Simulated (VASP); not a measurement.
# Mo (Im-3m) in VASP: settings compared

Mo is run at these levels: HSE06, PBE0; tasks: single point.

Program: VASP 6.6.1. These are calculated values, not measurements. Logs are shortened: lines on timing, memory, paths and dates and some standing lists are left out, and cuts for length are marked.

### 1 The cell of the first run

Symmetry: Im-3m, No. 229, cubic system. The conventional cell has a = 3.230 Å, b = 3.230 Å, c = 3.230 Å, α = 90.00°, β = 90.00°, γ = 90.00°. Mo (site symmetry m-3m) has 14 Mo at 2.80 to 3.23 Å within 3.7 Å.

### 2 Single point, HSE06

The input, POSCAR:

```
Mo
1.0
   -1.6148719360      1.6148719360      1.6148719360
    1.6148719360     -1.6148719360      1.6148719360
    1.6148719360      1.6148719360     -1.6148719360
Mo
1
Direct
    0.0000000000      0.0000000000      0.0000000000
```

The input, INCAR.step1:

```
SYSTEM = Mo
PREC = Accurate
ENCUT = 520
EDIFF = 1E-5
ISMEAR = -1
SIGMA = 0.05
LREAL = .False.
LASPH = .True.
NELM = 100
ALGO = Normal
ISIF = 2
LWAVE = .True.
LCHARG = .False.
NBANDS = 13
GGA = PE
```

The input, INCAR.step2:

```
SYSTEM = Mo
PREC = Accurate
ENCUT = 520
EDIFF = 1E-6
ISMEAR = -1
SIGMA = 0.05
LREAL = .False.
LASPH = .True.
NELM = 100
ALGO = Normal
ISIF = 2
LWAVE = .False.
LCHARG = .False.
GGA = PE
LHFCALC = .True.
HFSCREEN = 0.2079
PRECFOCK = Normal
NBANDS = 13
ISTART = 1
```

The input, KPOINTS:

```
regular mesh
0
Gamma
  8 8 8
  0 0 0
```

Potentials or basis: VASP PAW PBE potentials, release 64 (Mo_sv).

Run with:

```console
> cat potpaw_PBE.64/Mo_sv/POTCAR > POTCAR
> cp INCAR.step1 INCAR
> mpirun -np 1 vasp_std > vasp.out
> cp INCAR.step2 INCAR
> mpirun -np 1 vasp_std > vasp.out
```

OUTCAR:

```text
SYSTEM = Mo
   PREC = Accurate
   ENCUT = 520
   EDIFF = 1E-6
   ISMEAR = -1
   LREAL = .False.
   LASPH = .True.
   NELM = 100
   ISIF = 2
   GGA = PE
   LHFCALC = .True.
   HFSCREEN = 0.2079
   PRECFOCK = Normal
   ISTART = 1

 ion  position               nearest neighbor table
   1  0.000  0.000  0.000-

  LATTYP: Found a body centered cubic cell.
 ALAT       =     3.2297438720

  Lattice vectors:

 A1 = (  -1.6148719360,   1.6148719360,   1.6148719360)
 A2 = (   1.6148719360,  -1.6148719360,   1.6148719360)
 A3 = (   1.6148719360,   1.6148719360,  -1.6148719360)

Analysis of symmetry for initial positions (statically):
=====================================================================
 Subroutine PRICEL returns:
 Original cell was already a primitive cell.

 Routine SETGRP: Setting up the symmetry group for a
 body centered cubic supercell.

 Subroutine GETGRP returns: Found 48 space group operations
 (whereof 48 operations were pure point group operations)
 out of a pool of 48 trial point group operations.

The static configuration has the point symmetry O_h .

Analysis of symmetry for dynamics (positions and initial velocities):
=====================================================================
 Subroutine PRICEL returns:
 Original cell was already a primitive cell.

 Routine SETGRP: Setting up the symmetry group for a
 body centered cubic supercell.

 Subroutine GETGRP returns: Found 48 space group operations
 (whereof 48 operations were pure point group operations)
 out of a pool of 48 trial point group operations.

The dynamic configuration has the point symmetry O_h .

 Subroutine INISYM returns: Found 48 space group operations
 (whereof 48 operations are pure point group operations),
 and found     1 'primitive' translations

----------------------------------------------------------------------------------------

                                     Primitive cell

  volume of cell :      16.8451

  direct lattice vectors                    reciprocal lattice vectors
    -1.614871936  1.614871936  1.614871936     0.000000000  0.309622075  0.309622075
     1.614871936 -1.614871936  1.614871936     0.309622075  0.000000000  0.309622075
     1.614871936  1.614871936 -1.614871936     0.309622075  0.309622075  0.000000000

  length of vectors
     2.797040241  2.797040241  2.797040241     0.437871738  0.437871738  0.437871738

  position of ions in fractional coordinates (direct lattice)
     0.000000000  0.000000000  0.000000000

  ion indices of the primitive-cell ions
   primitive index   ion index
                 1           1

----------------------------------------------------------------------------------------

 KPOINTS: regular mesh

Automatic generation of k-mesh.
 Grid dimensions read from file:
 generate k-points for:    8    8    8

 Generating k-lattice:

  Cartesian coordinates                     Fractional coordinates (reciprocal lattice)
     0.000000000  0.038702759  0.038702759     0.125000000  0.000000000  0.000000000
     0.038702759  0.000000000  0.038702759     0.000000000  0.125000000  0.000000000
     0.038702759  0.038702759  0.000000000     0.000000000  0.000000000  0.125000000

  Length of vectors
     0.054733967  0.054733967  0.054733967

  Shift w.r.t. Gamma in fractional coordinates (k-lattice)
     0.000000000  0.000000000  0.000000000

 Subroutine IBZKPT returns following result:
 ===========================================

 Found     29 irreducible k-points:

 Following reciprocal coordinates:
            Coordinates               Weight
  0.000000  0.000000  0.000000      1.000000
  0.125000  0.000000  0.000000     12.000000
  0.250000  0.000000  0.000000     12.000000
  0.375000  0.000000  0.000000     12.000000
  0.500000  0.000000  0.000000      6.000000
  0.125000  0.125000  0.000000     24.000000
[... 16 lines left out ...]
 -0.250000  0.250000  0.250000      6.000000
 -0.375000  0.375000  0.250000     24.000000
 [... further k-points ...]
   k-points           NKPTS =     29   k-points in BZ     NKDIM =    512   number of bands    NBANDS=     13
   number of dos      NEDOS =    301   number of ions     NIONS =      1
   total plane-waves  NPLWV =  13824
   dimension x,y,z NGX =    24 NGY =   24 NGZ =   24
   dimension x,y,z NGXF=    48 NGYF=   48 NGZF=   48
   ions per type =               1
   NGX,Y,Z   is equivalent  to a cutoff of  14.26, 14.26, 14.26 a.u.
   NGXF,Y,Z  is equivalent  to a cutoff of  28.53, 28.53, 28.53 a.u.
 SYSTEM =  Mo
   PREC   = accura    normal or accurate (medium, high low for compatibility)
   ISTART =      1    job   : 0-new  1-cont  2-samecut
   ICHARG =      0    charge: 1-file 2-atom 10-const
   ISPIN  =      1    spin polarized calculation?
   LNONCOLLINEAR =      F non collinear calculations
   LSORBIT =      F    spin-orbit coupling
   LASPH  =      T    aspherical Exc in radial PAW
   ENCUT  =  520.0 eV  38.22 Ry    6.18 a.u.   5.20  5.20  5.20*2*pi/ulx,y,z
   NELM   =    100;   NELMIN=  2; NELMDL=  0     # of ELM steps
   EDIFF  = 0.1E-05   stopping-criterion for ELM
   LREAL  =      F    real-space projection
   EDIFFG = 0.1E-04   stopping-criterion for IOM
   NSW    =      0    number of steps for IOM
   IBRION =     -1    ionic relax: 0-MD 1-quasi-New 2-CG
   NFREE  =      0    steps in history (QN), initial steepest desc. (CG)
   ISIF   =      2    stress and relaxation
   ISYM   =      3    0-nonsym 1-usesym 2-fastsym
   POTIM  = 0.5000    time-step for ionic-motion
   TEBEG  =    0.0;   TEEND  =   0.0 temperature during run
   PSTRESS=    0.0 pullay stress
   NELECT =      14.0000    total number of electrons
   NUPDOWN=      -1.0000    fix difference up-down
   EMIN   =  10.00;   EMAX   =-10.00  energy-range for DOS
   EFERMI =   0.00;   METHOD = LEGACY
   ISMEAR =    -1;   SIGMA  =   0.05  broadening in eV -4-tet -1-fermi 0-gaus
   EFERMI_NEDOS =   21; number of points for ismear=-14 and -15
   IALGO  =     38    algorithm
   IMIX   =      1    mixing-type and parameters
     AMIX     =   0.40;   BMIX     =  1.00
     AMIX_MAG =   1.60;   BMIX_MAG =  1.00
  volume/ion in A,a.u.               =      16.85       113.68
  Fermi-wavevector in a.u.,A,eV,Ry     =   1.539192  2.908651 32.233720  2.369112
  Thomas-Fermi vector in A             =   2.645454
   LORBIT       =      0    0 simple, 1 ext, 2 COOP (PROOUT), +10 PAW based schemes
   GGA     = PE    functional components
   LHFCALC =     T    Hartree Fock is set to
   PRECFOCK=normal    Normal, Fast or Accurate (Low or Medium for compatibility)
   ENCUT4O =  -1.0   cutoff for four orbital integrals eV
   NKREDX  =     1    reduce k-point grid by
   NKREDY  =     1    reduce k-point grid by
   NKREDZ  =     1    reduce k-point grid by
   AEXX    =    0.2500 exact exchange contribution
   HFSCREEN=    0.2079 screening length (either q_TF or 0.3 A-1)
   HFSCREENC=   0.2079 screening length for correlation (either q_TF or 0.3 A-1)
   ENCUTFOCK=  -1.0 apply spherical cutoff to Coloumb kernel
   IVDW    =     0    specifies the selected vdW correction
   LEPSILON=     F    determine dielectric tensor
   LRPA    =     F    only Hartree local field effects (RPA)
 non-spin polarized calculation
  energy-cutoff  :      520.00
  volume of cell :       16.85
 maximum number of plane-waves:       466
 NGX is ok and might be reduce to    24
  NGX = 16; NGY = 16; NGZ = 16

 number of electron      13.9999998 magnetization

 Free energy of the ion-electron system (eV)
  ---------------------------------------------------
  ext. energy  EPLUGINS =         0.00000000
  ---------------------------------------------------
  free energy    TOTEN  =       -12.79092374 eV

  energy without entropy =      -12.79066815  energy(sigma->0) =      -12.79079595

 E-fermi :  11.1640     XC(G=0): -10.6037

 val. band max:       10.9155966433   @ k =   0.3750   0.0000   0.0000
 cond. band min:      11.4494939416   @ k =  -0.2500   0.2500   0.1250
 fundamental gap:      0.5338972983
 Fermi energy:        11.1640393583

 k-point     1 :       0.0000    0.0000    0.0000
  band No.  band energies     occupation
      1     -54.2343      2.00000
      2     -26.1186      2.00000
      3     -26.1186      2.00000
      4     -26.1186      2.00000
      5       3.1983      2.00000
      6       9.7646      2.00000
      7       9.7646      2.00000
      8       9.7646      2.00000
      9      13.6132      0.00000
     10      13.6132      0.00000
     11      26.8996      0.00000
     12      26.8996      0.00000
     13      26.8996      0.00000

 k-point     2 :       0.1250    0.0000    0.0000
  band No.  band energies     occupation
      1     -54.2021      2.00000
      2     -26.3164      2.00000
      3     -26.1792      2.00000
      4     -26.1172      2.00000
      5       3.8851      2.00000
      6       9.3799      2.00000
      7       9.6867      2.00000
      8      10.4772      2.00000
      9      13.1337      0.00000
     10      13.6070      0.00000
     11      27.2855      0.00000
     12      27.9236      0.00000
     13      28.0034      0.00000

 k-point     3 :       0.2500    0.0000    0.0000
  band No.  band energies     occupation
      1     -54.1235      2.00000
      2     -26.7770      2.00000
      3     -26.3215      2.00000
      4     -26.1143      2.00000
      5       5.3460      2.00000
      6       8.5588      2.00000
      7       9.5261      2.00000
      8      12.3875      0.00000
      9      12.9281      0.00000
     10      13.6959      0.00000
     11      26.7450      0.00000
     12      27.7479      0.00000
     13      30.9014      0.00000
[... 305 lines left out ...]
 k-point    23 :      -0.2500    0.2500    0.2500
  band No.  band energies     occupation
      1     -54.0282      2.00000
      2     -26.7927      2.00000
      3     -26.5405      2.00000
      4     -26.5405      2.00000
      5       7.0157      2.00000
      6       8.8934      2.00000
      7      10.5892      1.99998
      8      10.5892      1.99998
      9      12.1853      0.00000
     10      15.1014      0.00000
     11      27.0204      0.00000
     12      29.9415      0.00000
     13      29.9765      0.00000

 k-point    24 :      -0.3750    0.3750    0.2500
  band No.  band energies     occupation
      1     -53.9600      2.00000
      2     -27.0542      2.00000
      3     -26.6896      2.00000
      4     -26.5724      2.00000
      5       7.2088      2.00000
      6       7.8402      2.00000
      7      10.5644      1.99999
      8      11.5745      0.00054
      9      14.2710      0.00000
     10      16.4501      0.00000
     11      25.1972      0.00000
     12      27.1781      0.00000
     13      28.5260      0.00000

 [... further k-points ...]

------------------------ aborting loop because EDIFF is reached ----------------------------------------

  FORCE on cell =-STRESS in cart. coord.  units (eV):
  Direction    XX          YY          ZZ          XY          YZ          ZX
  --------------------------------------------------------------------------------------
  -------------------------------------------------------------------------------------
  Total       -2.0940716     -2.0940716     -2.0940716      0.0000000     -0.0000000      0.0000000
  in kB     -199.1718070   -199.1718070   -199.1718070      0.0000000     -0.0000000      0.0000000
  external PRESSURE =    -199.1718070 kB  Pullay stress =       0.0000000 kB

 VOLUME and BASIS-vectors are now :
 -----------------------------------------------------------------------------
  energy-cutoff  :      520.00
  volume of cell :       16.85
      direct lattice vectors                 reciprocal lattice vectors
    -1.614871936  1.614871936  1.614871936     0.000000000  0.309622075  0.309622075
     1.614871936 -1.614871936  1.614871936     0.309622075  0.000000000  0.309622075
     1.614871936  1.614871936 -1.614871936     0.309622075  0.309622075  0.000000000

 POSITION                                       TOTAL-FORCE (eV/Angst)
 -----------------------------------------------------------------------------------
      0.00000      0.00000      0.00000         0.000000      0.000000      0.000000
 -----------------------------------------------------------------------------------
    total drift:                                0.000000     -0.000000     -0.000000

  FREE ENERGIE OF THE ION-ELECTRON SYSTEM (eV)
  ---------------------------------------------------
  free  energy   TOTEN  =       -12.7909237426 eV

  energy  without entropy=      -12.7906681492  energy(sigma->0) =      -12.79079595
```

Run time: 56 min. Hardware: 1 thread of Oxide Virtual Turin-like, shared host; peak memory 0.22 GiB.

Results:

```yaml
Free_energy: -12.7909 eV
Pressure: -19.9 GPa
Band_gap_on_the_k_mesh: zero (bands 7 and 8 overlap by 5.61 eV)
```

Caveat: the cell stands under tension; the PAW data sets were made with another functional, which shifts forces and pressure a little.

### 3 Single point, PBE0

This run uses another cell than the first one, of 15.57 Å³/atom.

The input, POSCAR:

```
Mo
1.0
   -1.5731790612      1.5731790612      1.5731790612
    1.5731790612     -1.5731790612      1.5731790612
    1.5731790612      1.5731790612     -1.5731790612
Mo
1
Direct
    0.0000000000      0.0000000000      0.0000000000
```

The input, INCAR.step1:

```
ALGO = Normal
EDIFF = 1E-5
ENCUT = 520
GGA = PE
ISIF = 2
ISMEAR = -1
LASPH = T
LREAL = F
LWAVE = T
NBANDS = 13
NELM = 60
PREC = Accurate
SIGMA = 0.05
```

The input, INCAR.step2:

```
AEXX = 0.25
ALGO = Normal
EDIFF = 1E-6
ENCUT = 520
GGA = PE
ISIF = 2
ISMEAR = -1
ISTART = 1
LASPH = T
LCHARG = T
LELF = T
LHFCALC = T
LREAL = F
LVHAR = T
LWAVE = F
NBANDS = 13
NELM = 60
PREC = Accurate
PRECFOCK = Normal
SIGMA = 0.05
```

The input, KPOINTS:

```
k-points
0
Gamma
  8 8 8
```

Potentials or basis: VASP PAW PBE potentials, release 64 (Mo_sv).

Run with:

```console
> cat potpaw_PBE.64/Mo_sv/POTCAR > POTCAR
> cp INCAR.step1 INCAR
> mpirun -np 1 vasp_std > vasp.out
> cp INCAR.step2 INCAR
> mpirun -np 1 vasp_std > vasp.out
```

Run time: 30 min. Hardware: 1 thread of Oxide Virtual Turin-like, shared host; peak memory 0.11 GiB.

The run converged. Its results:

| Item | Value |
| --- | --- |
| Free energy | -14.0632 eV |
| Pressure | -0.3 GPa |
| Band gap on the k mesh | zero (bands 7 and 8 overlap by 7.02 eV) |

Levels at points of the mesh, in eV from the Fermi level:
| k point | band 3 | band 4 | band 5 | band 6 | band 7 | band 8 | band 9 | band 10 | band 11 | band 12 |
| --- | --- | --- | --- | --- | --- | --- | --- | --- | --- | --- |
| (0.00, 0.00, 0.00) | -37.55 | -37.55 | -8.74 | -1.95 | -1.95 | -1.95 | 2.99 | 2.99 | 16.24 | 16.24 |
| (0.50, 0.00, 0.00) | -38.05 | -37.55 | -6.52 | -4.40 | 1.67 | 2.91 | 3.54 | 5.91 | 13.26 | 13.27 |
| (0.50, 0.50, 0.50) | -38.63 | -38.63 | -6.49 | -6.49 | 5.07 | 5.07 | 5.07 | 10.29 | 10.29 | 10.29 |

Caveat: the PAW data sets were made with another functional, which shifts forces and pressure a little.

The gap in the log of VASP goes by the Fermi energy; the results here count the filled bands.